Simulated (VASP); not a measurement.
# Ti12H (a cell with a defect) in VASP: single point with PBEsol

Aim: the single point of Ti12H (a cell with a defect) with PBEsol.

Program: VASP 6.6.1. These are calculated values, not measurements. Logs are shortened: lines on timing, memory, paths and dates and some standing lists are left out, and cuts for length are marked.

## (1) The cell of the first run

The cell holds a defect, 13 atoms: a = 5.900 Å, b = 8.850 Å, c = 4.685 Å, α = 90.00°, β = 90.00°, γ = 120.00°.

## (2) Single point, PBEsol

File INCAR:

```
SYSTEM = Ti12H
ALGO = Normal
EDIFF = 1E-7
ENCUT = 520
GGA = PS
ISIF = 2
ISMEAR = 0
LASPH = .True.
LCHARG = .False.
LREAL = .False.
LWAVE = .False.
NBANDS = 84
NELM = 100
PREC = Accurate
SIGMA = 0.05
```

File KPOINTS:

```
k-points
0
Gamma
  3 2 4
  0 0 0
```

File POSCAR:

```
Ti12H
1.0
    5.9000000000      0.0000000000      0.0000000000
   -4.4250000000      7.6643250000      0.0000000000
    0.0000000000      0.0000000000      4.6846000000
Ti H
12 1
Direct
   -0.0017807633     -0.0026676844     -0.0001897707
    0.1639136958      0.2145660577      0.4998136447
   -0.0170061420      0.3259185904     -0.0002025787
    0.1605471823      0.5576947742      0.4998063869
    0.0030008002      0.6692950782     -0.0001893438
    0.1681968903      0.8884342718      0.4998068138
    0.5018977394      0.0011068163     -0.0002064210
    0.6644238280      0.2175766294      0.4997950732
    0.5116044144      0.3272971853     -0.0002040729
    0.6760136834      0.5598241202      0.4998091619
    0.5083907410      0.6774586151     -0.0002015113
    0.6671491114      0.8908980243      0.4997995560
    0.3331128381      0.4435637842      0.4998080946
```

Potentials or basis: VASP PAW PBE potentials, release 64 (Ti_sv, H).

Run with:

```
cat potpaw_PBE.64/Ti_sv/POTCAR potpaw_PBE.64/H/POTCAR > POTCAR
mpirun -np 1 vasp_std > vasp.out
```

OUTCAR:

```text
SYSTEM = Ti12H
   EDIFF = 1E-7
   ENCUT = 520
   GGA = PS
   ISIF = 2
   ISMEAR = 0
   LASPH = .True.
   LREAL = .False.
   NELM = 100
   PREC = Accurate

 ion  position               nearest neighbor table
   1  0.998  0.997  1.000-  11 2.86   2 2.87   2 2.87  12 2.89  12 2.89   6 2.90   6 2.90   5 2.92

   2  0.164  0.215  0.500-  13 1.76   1 2.87   1 2.87  12 2.90   6 2.90
   3  0.983  0.326  1.000-   9 2.79   8 2.85   8 2.85   7 2.86
   4  0.161  0.558  0.500-  13 1.76  10 2.87   5 2.87   5 2.87   6 2.90
   5  0.003  0.669  1.000-   4 2.87   4 2.87  10 2.88  10 2.88   6 2.88   6 2.88   1 2.92
   6  0.168  0.888  0.500-   5 2.88   5 2.88   1 2.90   1 2.90   7 2.90   7 2.90   2 2.90   4 2.90
                            10 2.91   8 2.92
   7  0.502  0.001  1.000-   3 2.86   9 2.86   8 2.87   8 2.87  11 2.88  12 2.89  12 2.89   6 2.90
                             6 2.90
   8  0.664  0.218  0.500-   9 2.85   9 2.85   3 2.85   3 2.85   7 2.87   7 2.87  12 2.90   6 2.92

   9  0.512  0.327  1.000-   3 2.79   8 2.85   8 2.85   7 2.86
  10  0.676  0.560  0.500-  13 1.75   4 2.87   5 2.88   5 2.88   6 2.91
  11  0.508  0.677  1.000-  12 2.86  12 2.86   1 2.86   7 2.88
  12  0.667  0.891  0.500-  11 2.86  11 2.86   7 2.89   7 2.89   1 2.89   1 2.89   2 2.90   8 2.90

  13  0.333  0.444  0.500-  10 1.75   2 1.76   4 1.76

  LATTYP: Found a simple monoclinic cell.
 ALAT       =     5.9000000000
 B/A-ratio  =     0.7940000000
 C/A-ratio  =     1.3228756849
 COS(beta)  =    -0.1889822323

  Lattice vectors:

 A1 = (   5.9000000000,   0.0000000000,   0.0000000000)
 A2 = (   0.0000000000,   0.0000000000,   4.6846000000)
 A3 = (  -1.4750000000,  -7.6643250000,   0.0000000000)

Analysis of symmetry for initial positions (statically):
=====================================================================
 Subroutine PRICEL returns:
 Original cell was already a primitive cell.

 Routine SETGRP: Setting up the symmetry group for a
 simple monoclinic supercell.

 Subroutine GETGRP returns: Found  1 space group operations
 (whereof  1 operations were pure point group operations)
 out of a pool of  4 trial point group operations.

The static configuration has the point symmetry C_1 .

Analysis of symmetry for dynamics (positions and initial velocities):
=====================================================================
 Subroutine PRICEL returns:
 Original cell was already a primitive cell.

 Routine SETGRP: Setting up the symmetry group for a
 simple monoclinic supercell.

 Subroutine GETGRP returns: Found  1 space group operations
 (whereof  1 operations were pure point group operations)
 out of a pool of  4 trial point group operations.

The dynamic configuration has the point symmetry C_1 .

 Subroutine INISYM returns: Found  1 space group operations
 (whereof  1 operations are pure point group operations),
 and found     1 'primitive' translations

----------------------------------------------------------------------------------------

                                     Primitive cell

  volume of cell :     211.8354

  direct lattice vectors                    reciprocal lattice vectors
     5.900000000  0.000000000  0.000000000     0.169491525  0.097855976  0.000000000
    -4.425000000  7.664325000  0.000000000     0.000000000  0.130474634  0.000000000
     0.000000000  0.000000000  4.684600000     0.000000000  0.000000000  0.213465397

  length of vectors
     5.900000000  8.850000153  4.684600000     0.195711955  0.130474634  0.213465397

  position of ions in fractional coordinates (direct lattice)
     0.998219237  0.997332316  0.999810229
     0.163913696  0.214566058  0.499813645
     0.982993858  0.325918590  0.999797421
     0.160547182  0.557694774  0.499806387
     0.003000800  0.669295078  0.999810656
     0.168196890  0.888434272  0.499806814
     0.501897739  0.001106816  0.999793579
     0.664423828  0.217576629  0.499795073
     0.511604414  0.327297185  0.999795927
     0.676013683  0.559824120  0.499809162
     0.508390741  0.677458615  0.999798489
     0.667149111  0.890898024  0.499799556
     0.333112838  0.443563784  0.499808095

  ion indices of the primitive-cell ions
   primitive index   ion index
                 1           1
                 2           2
                 3           3
                 4           4
                 5           5
                 6           6
                 7           7
                 8           8
                 9           9
                10          10
                11          11
                12          12
                13          13

----------------------------------------------------------------------------------------

 KPOINTS: k-points

Automatic generation of k-mesh.
 Grid dimensions read from file:
 generate k-points for:    3    2    4

 Generating k-lattice:

  Cartesian coordinates                     Fractional coordinates (reciprocal lattice)
     0.056497175  0.032618659  0.000000000     0.333333333  0.000000000  0.000000000
     0.000000000  0.065237317  0.000000000     0.000000000  0.500000000  0.000000000
     0.000000000  0.000000000  0.053366349     0.000000000  0.000000000  0.250000000

  Length of vectors
     0.065237318  0.065237317  0.053366349

  Shift w.r.t. Gamma in fractional coordinates (k-lattice)
     0.000000000  0.000000000  0.000000000

 -----------------------------------------------------------------------------
|                                                                             |
|           W    W    AA    RRRRR   N    N  II  N    N   GGGG   !!!           |
|           W    W   A  A   R    R  NN   N  II  NN   N  G    G  !!!           |
|           W    W  A    A  R    R  N N  N  II  N N  N  G       !!!           |
|           W WW W  AAAAAA  RRRRR   N  N N  II  N  N N  G  GGG   !            |
|           WW  WW  A    A  R   R   N   NN  II  N   NN  G    G                |
|           W    W  A    A  R    R  N    N  II  N    N   GGGG   !!!           |
|                                                                             |
|     Your reciprocal lattice and k-lattice belong to different lattice       |
|     classes:                                                                |
|                                                                             |
|        The reciprocal lattice is simple monoclinic,                         |
|        whereas your k-lattice is hexagonal.                                 |
|                                                                             |
|     Results are often still useful ...                                      |
|                                                                             |
 -----------------------------------------------------------------------------

 Subroutine IBZKPT returns following result:
 ===========================================

 Found     14 irreducible k-points:

 Following reciprocal coordinates:
            Coordinates               Weight
  0.000000  0.000000  0.000000      1.000000
  0.333333 -0.000000  0.000000      2.000000
  0.000000  0.500000  0.000000      1.000000
  0.333333  0.500000  0.000000      2.000000
  0.000000  0.000000  0.250000      2.000000
  0.333333 -0.000000  0.250000      2.000000
 -0.333333  0.000000  0.250000      2.000000
  0.000000  0.500000  0.250000      2.000000
  0.333333  0.500000  0.250000      2.000000
 -0.333333  0.500000  0.250000      2.000000
  0.000000  0.000000  0.500000      1.000000
  0.333333 -0.000000  0.500000      2.000000
  0.000000  0.500000  0.500000      1.000000
  0.333333  0.500000  0.500000      2.000000
   k-points           NKPTS =     14   k-points in BZ     NKDIM =     14   number of bands    NBANDS=     84
   number of dos      NEDOS =    301   number of ions     NIONS =     13
   total plane-waves  NPLWV = 120960
   dimension x,y,z NGX =    48 NGY =   70 NGZ =   36
   dimension x,y,z NGXF=    96 NGYF=  140 NGZF=   72
   ions per type =              12   1
   NGX,Y,Z   is equivalent  to a cutoff of  13.53, 13.15, 12.78 a.u.
   NGXF,Y,Z  is equivalent  to a cutoff of  27.05, 26.30, 25.55 a.u.
 SYSTEM =  Ti12H
   PREC   = accura    normal or accurate (medium, high low for compatibility)
   ISTART =      0    job   : 0-new  1-cont  2-samecut
   ICHARG =      2    charge: 1-file 2-atom 10-const
   ISPIN  =      1    spin polarized calculation?
   LNONCOLLINEAR =      F non collinear calculations
   LSORBIT =      F    spin-orbit coupling
   LASPH  =      T    aspherical Exc in radial PAW
   ENCUT  =  520.0 eV  38.22 Ry    6.18 a.u.  10.97 16.46  8.71*2*pi/ulx,y,z
   NELM   =    100;   NELMIN=  2; NELMDL= -5     # of ELM steps
   EDIFF  = 0.1E-06   stopping-criterion for ELM
   LREAL  =      F    real-space projection
   EDIFFG = 0.1E-05   stopping-criterion for IOM
   NSW    =      0    number of steps for IOM
   IBRION =     -1    ionic relax: 0-MD 1-quasi-New 2-CG
   NFREE  =      0    steps in history (QN), initial steepest desc. (CG)
   ISIF   =      2    stress and relaxation
   ISYM   =      2    0-nonsym 1-usesym 2-fastsym
   POTIM  = 0.5000    time-step for ionic-motion
   TEBEG  =    0.0;   TEEND  =   0.0 temperature during run
   PSTRESS=    0.0 pullay stress
   NELECT =     145.0000    total number of electrons
   NUPDOWN=      -1.0000    fix difference up-down
   EMIN   =  10.00;   EMAX   =-10.00  energy-range for DOS
   EFERMI =   0.00;   METHOD = LEGACY
   ISMEAR =     0;   SIGMA  =   0.05  broadening in eV -4-tet -1-fermi 0-gaus
   EFERMI_NEDOS =   21; number of points for ismear=-14 and -15
   IALGO  =     38    algorithm
   IMIX   =      4    mixing-type and parameters
     AMIX     =   0.40;   BMIX     =  1.00
     AMIX_MAG =   1.60;   BMIX_MAG =  1.00
  volume/ion in A,a.u.               =      16.30       109.96
  Fermi-wavevector in a.u.,A,eV,Ry     =   1.442773  2.726446 28.321806  2.081594
  Thomas-Fermi vector in A             =   2.561256
   LORBIT       =      0    0 simple, 1 ext, 2 COOP (PROOUT), +10 PAW based schemes
   GGA     = PS    functional components
   LHFCALC =     F    Hartree Fock is set to
   AEXX    =    0.0000 exact exchange contribution
   IVDW    =     0    specifies the selected vdW correction
   LEPSILON=     F    determine dielectric tensor
   LRPA    =     F    only Hartree local field effects (RPA)
 non-spin polarized calculation
 Gauss-broadening in eV      SIGMA  =   0.05
  energy-cutoff  :      520.00
  volume of cell :      211.84
 maximum number of plane-waves:      5706
 NGX is ok and might be reduce to    48
   NGX = 21   NGY = 33   NGZ = 17

 number of electron     144.9999997 magnetization

 Free energy of the ion-electron system (eV)
  ---------------------------------------------------
  ext. energy  EPLUGINS =         0.00000000
  ---------------------------------------------------
  free energy    TOTEN  =      -103.15891879 eV

  energy without entropy =     -103.14729082  energy(sigma->0) =     -103.15310481

 E-fermi :   8.1347     XC(G=0): -11.6033

 val. band max:        8.1109980213   @ k =   0.3333  -0.0000   0.2500
 cond. band min:       8.1555106160   @ k =   0.0000   0.0000   0.5000
 fundamental gap:      0.0445125947
 Fermi energy:         8.1346972953

 k-point     1 :       0.0000    0.0000    0.0000
  band No.  band energies     occupation
      1     -48.5380      2.00000
      2     -48.4868      2.00000
      3     -48.4473      2.00000
      4     -48.4430      2.00000
      5     -48.4144      2.00000
      6     -48.3977      2.00000
[... 1207 lines left out ...]
     83       8.5659      0.00000
     84       8.6381      0.00000

------------------------ aborting loop because EDIFF is reached ----------------------------------------

  FORCE on cell =-STRESS in cart. coord.  units (eV):
  Direction    XX          YY          ZZ          XY          YZ          ZX
  --------------------------------------------------------------------------------------
  -------------------------------------------------------------------------------------
  Total       -5.6588112     -4.7853383     -5.0187883      0.0227420     -0.0000243      0.0000709
  in kB      -42.7993674    -36.1930173    -37.9586729      0.1720049     -0.0001837      0.0005363
  external PRESSURE =     -38.9836858 kB  Pullay stress =       0.0000000 kB

 VOLUME and BASIS-vectors are now :
 -----------------------------------------------------------------------------
  energy-cutoff  :      520.00
  volume of cell :      211.84
      direct lattice vectors                 reciprocal lattice vectors
     5.900000000  0.000000000  0.000000000     0.169491525  0.097855976  0.000000000
    -4.425000000  7.664325000  0.000000000     0.000000000  0.130474634  0.000000000
     0.000000000  0.000000000  4.684600000     0.000000000  0.000000000  0.213465397

 POSITION                                       TOTAL-FORCE (eV/Angst)
 -----------------------------------------------------------------------------------
      1.47630      7.64388      4.68371        -0.001432      0.000738     -0.000061
      0.01764      1.64450      2.34143        -0.008748     -0.022285     -0.000130
      4.35747      2.49795      4.68365        -0.002626     -0.001715      0.000073
     -1.52057      4.27435      2.34139        -0.005672      0.004759      0.000021
     -2.94393      5.12970      4.68371        -0.002012      0.005212     -0.000069
     -2.93896      6.80925      2.34139         0.002727      0.002354     -0.000006
      2.95630      0.00848      4.68363         0.000901      0.001273      0.000073
      2.95732      1.66758      2.34134         0.004494     -0.003307      0.000027
      1.57018      2.50851      4.68364        -0.012392      0.005935      0.000082
      1.51126      4.29067      2.34141         0.043149      0.019294     -0.000082
      0.00175      5.19226      4.68366         0.001736      0.007531      0.000060
     -0.00604      6.82813      2.34136        -0.003046     -0.001451      0.000033
      0.00260      3.39962      2.34140        -0.017080     -0.018338     -0.000022
 -----------------------------------------------------------------------------------
    total drift:                               -0.000134     -0.000036     -0.000105

  FREE ENERGIE OF THE ION-ELECTRON SYSTEM (eV)
  ---------------------------------------------------
  free  energy   TOTEN  =      -103.1589187889 eV

  energy  without entropy=     -103.1472908249  energy(sigma->0) =     -103.15310481
```

Run time: 3.9 min. Hardware: 1 thread of Intel Xeon 6975P-C (Granite Rapids), shared host; peak memory 0.42 GiB.

Results:

```
Free energy            : -103.1589 eV
Pressure               : -3.9 GPa
Largest force          : 0.047 eV/Å
Band gap on the k mesh : zero (an odd number of electrons rules out a gap without spin polarisation)
```

Forces in eV/Å, atoms in the order of the input:
```
Ti  -0.001  0.001  0.000
Ti  -0.009 -0.022  0.000
Ti  -0.003 -0.002  0.000
Ti  -0.006  0.005  0.000
Ti  -0.002  0.005  0.000
Ti   0.003  0.002  0.000
Ti   0.001  0.001  0.000
Ti   0.004 -0.003  0.000
Ti  -0.012  0.006  0.000
Ti   0.043  0.019  0.000
Ti   0.002  0.008  0.000
Ti  -0.003 -0.001  0.000
H   -0.017 -0.018  0.000
```

Levels at points of the mesh, in eV from the Fermi level:
| k point | band 68 | band 69 | band 70 | band 71 | band 72 | band 73 | band 74 | band 75 | band 76 | band 77 |
| --- | --- | --- | --- | --- | --- | --- | --- | --- | --- | --- |
| (0.00, 0.00, 0.00) | -0.88 | -0.69 | -0.57 | 0.10 | 0.28 | 0.31 | 0.46 | 0.50 | 0.54 | 0.61 |
| (0.00, 0.50, 0.00) | -0.69 | -0.37 | -0.36 | -0.17 | -0.10 | 0.10 | 0.32 | 0.43 | 0.44 | 0.51 |
| (0.00, 0.00, 0.50) | -0.64 | -0.63 | -0.60 | -0.42 | 0.02 | 0.06 | 0.06 | 0.10 | 0.11 | 0.21 |
| (0.00, 0.50, 0.50) | -0.62 | -0.44 | -0.40 | -0.40 | -0.28 | -0.19 | 0.07 | 0.10 | 0.11 | 0.33 |

Caveat: the k points lie up to 0.41 Å⁻¹ apart, too coarse for converged energies and pressures of a metal; the PAW data sets were made with another functional, which shifts forces and pressure a little.
